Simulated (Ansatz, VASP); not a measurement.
# One calculation of W, two programs

The input INCAR:

```
  PREC = Accurate
  ENCUT = 520
  EDIFF = 1E-8
  ISMEAR = -1
  SIGMA = 0.05
  LREAL = False
  LASPH = True
  NELM = 60
  ALGO = Normal
  ISIF = 2
  LWAVE = False
  LCHARG = False
  GGA = PS
  LEFG = True
  NBANDS = 13
```

KPOINTS

```
Automatic mesh
0
Gamma
  14 14 14
```

The input POSCAR:

```
W
1.0
    0.0000000000      2.0698140295      2.0698140295
    2.0698140295      0.0000000000      2.0698140295
    2.0698140295      2.0698140295      0.0000000000
W
1
Direct
    0.0000000000      0.0000000000      0.0000000000
```

Input for Ansatz:

```yaml
crystal:
  lattice:
    - [0.0, 2.0698140295, 2.0698140295]
    - [2.0698140295, 0.0, 2.0698140295]
    - [2.0698140295, 2.0698140295, 0.0]
  atoms:
    - { symbol: W, position: [0.0, 0.0, 0.0] }
kpoints:
  mp_grid: { grid: [14, 14, 14] }
scf:
  occupations: { method: fermi_dirac, width: 0.05 }
hamiltonian:
  xc: pbesol
  pseudopotentials: { kind: paw }
output:
  forces: true
  stress: true
  eigenvalues: true
  efg: { contact_densities: true }
  write_density: true
  write_potential: true
  elf: true
  volumetric_format: npy
```

Change from the starting cell: volume scaled by 1.06, PAW files.

Alike in both runs: task electric field gradients; functional PBEsol; k mesh 14 × 14 × 14; occupations fermi-dirac, width 0.05 eV; no spin polarisation.

```csv
,VASP,Ansatz
version,VASP 6.6.1,Ansatz 0.2.0
potentials or method,"VASP PAW PBE potentials, release 64 (W_sv)","PAW with Ansatz's default frozen-core files, scalar-relativistic"
plane-wave cutoff (eV),520,420
valence electrons in the cell,14,14
```

VASP gave:

```
pressure (GPa) : -25.1
```

Question: What did Ansatz give for the same quantities?

Answer: Pressure (GPa): -25.4.

VASP's potentials were made for PBE, not for PBEsol.

Neither program's run includes spin-orbit coupling.
